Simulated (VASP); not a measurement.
# Ti in VASP: a series of runs

Ti is run at these levels: PBEsol; tasks: electric field gradients.

Program: VASP 6.6.1. These are calculated values, not measurements. Logs are shortened: lines on timing, memory, paths and dates and some standing lists are left out, and cuts for length are marked.

### 1 The cell of the first run

The structure is hexagonal, space group P6_3/mmc (No. 194). The conventional cell has a = 2.950 Å, b = 2.950 Å, c = 4.780 Å, α = 90.00°, β = 90.00°, γ = 120.00°. Within 3.9 Å of Ti (site symmetry -6m2) lie 12 Ti at 2.93 to 2.95 Å.

### 2 Electric field gradients, PBEsol (zz strain of +2 %)

INCAR

```
SYSTEM = Ti
PREC     = Accurate       ! precision mode
ENCUT    = 520            ! plane-wave cutoff, eV
EDIFF    = 1E-8           ! SCF threshold, eV
ISMEAR   = -1             ! smearing method
SIGMA    = 0.08           ! smearing width, eV
LREAL    = .FALSE.        ! projectors in reciprocal space
LASPH    = .TRUE.         ! aspherical terms in the spheres
NELM     = 100            ! most SCF steps
ALGO     = Normal         ! electronic algorithm
ISIF     = 2              ! what is computed and relaxed
LWAVE    = .FALSE.        ! write WAVECAR
LCHARG   = .FALSE.        ! write CHGCAR
GGA      = PS             ! functional
LEFG     = .TRUE.       
NBANDS   = 19             ! bands
```

KPOINTS

```
regular mesh
0
G
  13 13 7
  0 0 0
```

POSCAR

```
Ti
1.0
    2.9499978604      0.0000000000      0.0000000000
   -1.4749989302      2.5547730882      0.0000000000
    0.0000000000      0.0000000000      4.7797200000
Ti
2
Direct
    0.3333333333      0.6666666667      0.2500000000
    0.6666666667      0.3333333333      0.7500000000
```

Potentials or basis: VASP PAW PBE potentials, release 64 (Ti_sv).

Started as:

```bash
$ cat potpaw_PBE.64/Ti_sv/POTCAR > POTCAR
$ mpirun -np 1 vasp_std > vasp.out
```

OUTCAR:

```text
SYSTEM = Ti
   PREC = Accurate
   ENCUT = 520
   EDIFF = 1E-8
   ISMEAR = -1
   LREAL = .FALSE.
   LASPH = .TRUE.
   NELM = 100
   ISIF = 2
   GGA = PS

 ion  position               nearest neighbor table
   1  0.333  0.667  0.250-
   2  0.667  0.333  0.750-

  LATTYP: Found a hexagonal cell.
 ALAT       =     2.9499978604
 C/A-ratio  =     1.6202452429

  Lattice vectors:

 A1 = (   2.9499978604,   0.0000000000,   0.0000000000)
 A2 = (  -1.4749989302,   2.5547730882,   0.0000000000)
 A3 = (   0.0000000000,   0.0000000000,   4.7797200000)

Analysis of symmetry for initial positions (statically):
=====================================================================
 Subroutine PRICEL returns:
 Original cell was already a primitive cell.

 Routine SETGRP: Setting up the symmetry group for a
 hexagonal supercell.

 Subroutine GETGRP returns: Found 24 space group operations
 (whereof 12 operations were pure point group operations)
 out of a pool of 24 trial point group operations.

The static configuration has the point symmetry D_3d.
 The point group associated with its full space group is D_6h.

Analysis of symmetry for dynamics (positions and initial velocities):
=====================================================================
 Subroutine PRICEL returns:
 Original cell was already a primitive cell.

 Routine SETGRP: Setting up the symmetry group for a
 hexagonal supercell.

 Subroutine GETGRP returns: Found 24 space group operations
 (whereof 12 operations were pure point group operations)
 out of a pool of 24 trial point group operations.

The dynamic configuration has the point symmetry D_3d.
 The point group associated with its full space group is D_6h.

 Subroutine INISYM returns: Found 24 space group operations
 (whereof 12 operations are pure point group operations),
 and found     1 'primitive' translations

----------------------------------------------------------------------------------------

                                     Primitive cell

  volume of cell :      36.0227

  direct lattice vectors                    reciprocal lattice vectors
     2.949997860  0.000000000  0.000000000     0.338983297  0.195712098  0.000000000
    -1.474998930  2.554773088  0.000000000     0.000000000  0.391424195  0.000000000
     0.000000000  0.000000000  4.779720000     0.000000000  0.000000000  0.209217276

  length of vectors
     2.949997860  2.949997860  4.779720000     0.391424195  0.391424195  0.209217276

  position of ions in fractional coordinates (direct lattice)
     0.333333333  0.666666667  0.250000000
     0.666666667  0.333333333  0.750000000

  ion indices of the primitive-cell ions
   primitive index   ion index
                 1           1
                 2           2

----------------------------------------------------------------------------------------

 KPOINTS: regular mesh

Automatic generation of k-mesh.
 Grid dimensions read from file:
 generate k-points for:   13   13    7

 Generating k-lattice:

  Cartesian coordinates                     Fractional coordinates (reciprocal lattice)
     0.026075638  0.015054777  0.000000000     0.076923077  0.000000000  0.000000000
     0.000000000  0.030109553  0.000000000     0.000000000  0.076923077  0.000000000
     0.000000000  0.000000000  0.029888182     0.000000000  0.000000000  0.142857143

  Length of vectors
     0.030109553  0.030109553  0.029888182

  Shift w.r.t. Gamma in fractional coordinates (k-lattice)
     0.000000000  0.000000000  0.000000000

 Subroutine IBZKPT returns following result:
 ===========================================

 Found     84 irreducible k-points:

 Following reciprocal coordinates:
            Coordinates               Weight
  0.000000  0.000000  0.000000      1.000000
  0.076923  0.000000  0.000000      6.000000
  0.153846  0.000000  0.000000      6.000000
  0.230769 -0.000000  0.000000      6.000000
  0.307692  0.000000  0.000000      6.000000
  0.384615  0.000000  0.000000      6.000000
[... 16 lines left out ...]
  0.076923  0.000000  0.142857     12.000000
  0.153846  0.000000  0.142857     12.000000
 [... further k-points ...]
   k-points           NKPTS =     84   k-points in BZ     NKDIM =     84   number of bands    NBANDS=     19
   number of dos      NEDOS =    301   number of ions     NIONS =      2
   total plane-waves  NPLWV =  20736
   dimension x,y,z NGX =    24 NGY =   24 NGZ =   36
   dimension x,y,z NGXF=    48 NGYF=   48 NGZF=   72
   ions per type =               2
   NGX,Y,Z   is equivalent  to a cutoff of  13.53, 13.53, 12.52 a.u.
   NGXF,Y,Z  is equivalent  to a cutoff of  27.05, 27.05, 25.04 a.u.
 SYSTEM =  Ti
   PREC   = accura    normal or accurate (medium, high low for compatibility)
   ISTART =      0    job   : 0-new  1-cont  2-samecut
   ICHARG =      2    charge: 1-file 2-atom 10-const
   ISPIN  =      1    spin polarized calculation?
   LNONCOLLINEAR =      F non collinear calculations
   LSORBIT =      F    spin-orbit coupling
   LASPH  =      T    aspherical Exc in radial PAW
   ENCUT  =  520.0 eV  38.22 Ry    6.18 a.u.   5.49  5.49  8.89*2*pi/ulx,y,z
   NELM   =    100;   NELMIN=  2; NELMDL= -5     # of ELM steps
   EDIFF  = 0.1E-07   stopping-criterion for ELM
   LREAL  =      F    real-space projection
   EDIFFG = 0.1E-06   stopping-criterion for IOM
   NSW    =      0    number of steps for IOM
   IBRION =     -1    ionic relax: 0-MD 1-quasi-New 2-CG
   NFREE  =      0    steps in history (QN), initial steepest desc. (CG)
   ISIF   =      2    stress and relaxation
   ISYM   =      2    0-nonsym 1-usesym 2-fastsym
   POTIM  = 0.5000    time-step for ionic-motion
   TEBEG  =    0.0;   TEEND  =   0.0 temperature during run
   PSTRESS=    0.0 pullay stress
   NELECT =      24.0000    total number of electrons
   NUPDOWN=      -1.0000    fix difference up-down
   EMIN   =  10.00;   EMAX   =-10.00  energy-range for DOS
   EFERMI =   0.00;   METHOD = LEGACY
   ISMEAR =    -1;   SIGMA  =   0.08  broadening in eV -4-tet -1-fermi 0-gaus
   EFERMI_NEDOS =   21; number of points for ismear=-14 and -15
   IALGO  =     38    algorithm
   IMIX   =      4    mixing-type and parameters
     AMIX     =   0.40;   BMIX     =  1.00
     AMIX_MAG =   1.60;   BMIX_MAG =  1.00
  volume/ion in A,a.u.               =      18.01       121.55
  Fermi-wavevector in a.u.,A,eV,Ry     =   1.429837  2.701999 27.816196  2.044433
  Thomas-Fermi vector in A             =   2.549747
   LORBIT       =      0    0 simple, 1 ext, 2 COOP (PROOUT), +10 PAW based schemes
   GGA     = PS    functional components
   LHFCALC =     F    Hartree Fock is set to
   AEXX    =    0.0000 exact exchange contribution
   IVDW    =     0    specifies the selected vdW correction
   LEPSILON=     F    determine dielectric tensor
   LRPA    =     F    only Hartree local field effects (RPA)
 non-spin polarized calculation
  energy-cutoff  :      520.00
  volume of cell :       36.02
 maximum number of plane-waves:       996
 NGX is ok and might be reduce to    24
   NGX = 11   NGY = 11   NGZ = 17

 number of electron      23.9999994 magnetization

 Free energy of the ion-electron system (eV)
  ---------------------------------------------------
  ext. energy  EPLUGINS =         0.00000000
  ---------------------------------------------------
  free energy    TOTEN  =       -16.62866777 eV

  energy without entropy =      -16.57784382  energy(sigma->0) =      -16.60325579

 E-fermi :   7.8124     XC(G=0): -11.4621

 val. band max:        7.7982986459   @ k =   0.3846   0.2308   0.2857
 cond. band min:       7.8218548498   @ k =   0.2308   0.2308   0.4286
 fundamental gap:      0.0235562039
 Fermi energy:         7.8123824343

 k-point     1 :       0.0000    0.0000    0.0000
  band No.  band energies     occupation
      1     -48.8478      2.00000
      2     -48.7373      2.00000
      3     -25.4823      2.00000
      4     -24.9036      2.00000
      5     -24.9036      2.00000
      6     -24.8734      2.00000
[... 11 lines left out ...]
     18       9.4948      0.00000
     19      10.8630      0.00000

 k-point     2 :       0.0769    0.0000    0.0000
  band No.  band energies     occupation
      1     -48.8425      2.00000
      2     -48.7349      2.00000
      3     -25.4707      2.00000
      4     -24.9293      2.00000
      5     -24.9118      2.00000
      6     -24.8777      2.00000
[... 11 lines left out ...]
     18       9.4073      0.00000
     19      10.9060      0.00000

 k-point     3 :       0.1538    0.0000    0.0000
  band No.  band energies     occupation
      1     -48.8275      2.00000
      2     -48.7282      2.00000
      3     -25.4374      2.00000
      4     -25.0008      2.00000
      5     -24.9340      2.00000
      6     -24.9216      2.00000
[... 11 lines left out ...]
     18       9.4452      0.00000
     19      10.9986      0.00000

 k-point     4 :       0.2308   -0.0000    0.0000
  band No.  band energies     occupation
      1     -48.8056      2.00000
      2     -48.7195      2.00000
      3     -25.3865      2.00000
      4     -25.1023      2.00000
      5     -25.0209      2.00000
      6     -24.9642      2.00000
[... 11 lines left out ...]
     18       9.8902      0.00000
     19      11.0879      0.00000

 k-point     5 :       0.3077    0.0000    0.0000
  band No.  band energies     occupation
      1     -48.7810      2.00000
      2     -48.7116      2.00000
      3     -25.3249      2.00000
      4     -25.2108      2.00000
      5     -25.1230      2.00000
      6     -24.9952      2.00000
[... 11 lines left out ...]
     18      10.4113      0.00000
     19      11.1516      0.00000
[... 334 lines left out ...]
      2     -48.7109      2.00000
      3     -25.2701      2.00000
      4     -25.1905      2.00000
      5     -25.1558      2.00000
      6     -25.1351      2.00000
[... 11 lines left out ...]
     18      10.8972      0.00000
     19      13.2051      0.00000

 k-point    22 :       0.0000    0.0000    0.1429
  band No.  band energies     occupation
      1     -48.8424      2.00000
      2     -48.7429      2.00000
      3     -25.4532      2.00000
      4     -24.9046      2.00000
      5     -24.8996      2.00000
      6     -24.8996      2.00000
[... 11 lines left out ...]
     18       9.6482      0.00000
     19      10.8623      0.00000

 k-point    23 :       0.0769    0.0000    0.1429
  band No.  band energies     occupation
      1     -48.8372      2.00000
      2     -48.7403      2.00000
      3     -25.4429      2.00000
      4     -24.9250      2.00000
      5     -24.9136      2.00000
      6     -24.9076      2.00000
[... 11 lines left out ...]
     18       9.5860      0.00000
     19      10.8971      0.00000

 k-point    24 :       0.1538    0.0000    0.1429
  band No.  band energies     occupation
      1     -48.8226      2.00000
      2     -48.7332      2.00000
      3     -25.4139      2.00000
      4     -24.9950      2.00000
      5     -24.9568      2.00000
      6     -24.9293      2.00000
[... 11 lines left out ...]
     18       9.5384      0.00000
     19      10.9710      0.00000

 [... further k-points ...]

------------------------ aborting loop because EDIFF is reached ----------------------------------------

  FORCE on cell =-STRESS in cart. coord.  units (eV):
  Direction    XX          YY          ZZ          XY          YZ          ZX
  --------------------------------------------------------------------------------------
  -------------------------------------------------------------------------------------
  Total       -1.5836772     -1.5836772     -2.1327930      0.0000000      0.0000000      0.0000000
  in kB      -70.4369837    -70.4369837    -94.8599277      0.0000000      0.0000000      0.0000000
  external PRESSURE =     -78.5779650 kB  Pullay stress =       0.0000000 kB

 VOLUME and BASIS-vectors are now :
 -----------------------------------------------------------------------------
  energy-cutoff  :      520.00
  volume of cell :       36.02
      direct lattice vectors                 reciprocal lattice vectors
     2.949997860  0.000000000  0.000000000     0.338983297  0.195712098  0.000000000
    -1.474998930  2.554773088  0.000000000     0.000000000  0.391424195  0.000000000
     0.000000000  0.000000000  4.779720000     0.000000000  0.000000000  0.209217276

 POSITION                                       TOTAL-FORCE (eV/Angst)
 -----------------------------------------------------------------------------------
     -0.00000      1.70318      1.19493        -0.000000      0.000000      0.000000
      1.47500      0.85159      3.58479         0.000000     -0.000000      0.000000
 -----------------------------------------------------------------------------------
    total drift:                               -0.000000      0.000000     -0.000000

  FREE ENERGIE OF THE ION-ELECTRON SYSTEM (eV)
  ---------------------------------------------------
  free  energy   TOTEN  =       -16.6286677685 eV

  energy  without entropy=      -16.5778438155  energy(sigma->0) =      -16.60325579

 Electric field gradients (V/A^2)
---------------------------------------------------------------------
 ion       V_xx      V_yy      V_zz      V_xy      V_xz      V_yz
---------------------------------------------------------------------
   1      -6.090    -6.090    12.179    -0.000     0.000    -0.000
   2      -6.090    -6.090    12.179    -0.000    -0.000     0.000
---------------------------------------------------------------------

 Electric field gradients after diagonalization (V/A^2)
 (convention: |V_zz| > |V_xx| > |V_yy|)
----------------------------------------------------------------------
 ion       V_xx      V_yy      V_zz     asymmetry (V_yy - V_xx)/ V_zz
----------------------------------------------------------------------
   1      -6.090    -6.089    12.179       0.000
   2      -6.090    -6.089    12.179       0.000
----------------------------------------------------------------------

           NMR quadrupolar parameters

 Cq : quadrupolar parameter    Cq=e*Q*V_zz/h
 eta: asymmetry parameters     (V_yy - V_xx)/ V_zz
 Q  : nuclear electric quadrupole moment in mb (millibarn)
----------------------------------------------------------------------
 ion       Cq(MHz)       eta       Q (mb)
----------------------------------------------------------------------
   1       0.029       0.000       1.000
   2       0.029       0.000       1.000
----------------------------------------------------------------------
```

It took 26 s on 1 thread of Intel Xeon 6975P-C (Granite Rapids), shared host; peak memory 0.18 GiB.

Results:

```
Free energy            : -16.6287 eV
Pressure               : -7.9 GPa
Band gap on the k mesh : zero (band 12 reaches 8.56 eV, above the bottom of band 13 at 7.53 eV)
```

Electric field gradients, principal values (V/Å²):
| atom | least | middle | greatest (by size) |
| --- | --- | --- | --- |
| 1 Ti | -6.089 | -6.090 | 12.179 |
| 2 Ti | -6.089 | -6.090 | 12.179 |

Caveat: the cell differs from its parent crystal (zz strain of +2 %); without QUAD_EFG the Cq values of the log hold for a quadrupole moment of 1 mb, not for the nuclei; the PAW data sets were made with another functional, which shifts forces and pressure a little.

(Continued in part 2 of 2.)
